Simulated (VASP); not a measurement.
A run of VASP 6.6.1 is set up as follows.

INCAR

```
ALGO     = Normal         # electronic algorithm
EDIFF    = 1E-7           # SCF threshold, eV
EDIFFG   = -0.001         # ionic threshold
ENCUT    = 600            # plane-wave cutoff, eV
GGA      = CA             # functional
IBRION   = 2              # ionic algorithm
ISIF     = 3              # what is computed and relaxed
ISMEAR   = -1             # smearing method
LASPH    = True           # aspherical terms in the spheres
LCHARG   = False          # write CHGCAR
LREAL    = False          # projectors in reciprocal space
LWAVE    = False          # write WAVECAR
NELM     = 80             # most SCF steps
NSW      = 80             # ionic steps
PREC     = Accurate       # precision mode
SIGMA    = 0.15           # smearing width, eV
```

Contents of KPOINTS:

```
k-points
0
Gamma
  12 12 12
```

Contents of POSCAR:

```
GaSb
1.0
    0.0000000000      3.0250672253      3.0250672253
    3.0250672253      0.0000000000      3.0250672253
    3.0250672253      3.0250672253      0.0000000000
Ga Sb
1 1
Direct
    0.0000000000      0.0000000000      0.0000000000
    0.7500000000      0.7500000000      0.7500000000
```

Potentials or basis: VASP PAW LDA potentials, release 64 (Ga_d, Sb).

Run with:

```sh
$ cat potpaw_LDA.64/Ga_d/POTCAR potpaw_LDA.64/Sb/POTCAR > POTCAR
$ mpirun -np 1 vasp_std > vasp.out
```

Problem. Predict the relaxed cell.

Solution. a = 4.283 Å, b = 4.283 Å, c = 4.283 Å, α = 60.00°, β = 60.00°, γ = 60.00°.

Problem. Predict the space group after relaxing (to 0.05 Å).

Solution. F-43m (No. 216).

Problem. What does it give for the relaxed volume?

Solution. 27.78 Å³/atom.

Final structure:
```
CELL_PARAMETERS angstrom
0.00000 3.02857 3.02857
3.02857 0.00000 3.02857
3.02857 3.02857 0.00000
ATOMIC_POSITIONS crystal
Ga 0.00000 0.00000 0.00000
Sb 0.75000 0.75000 0.75000
```
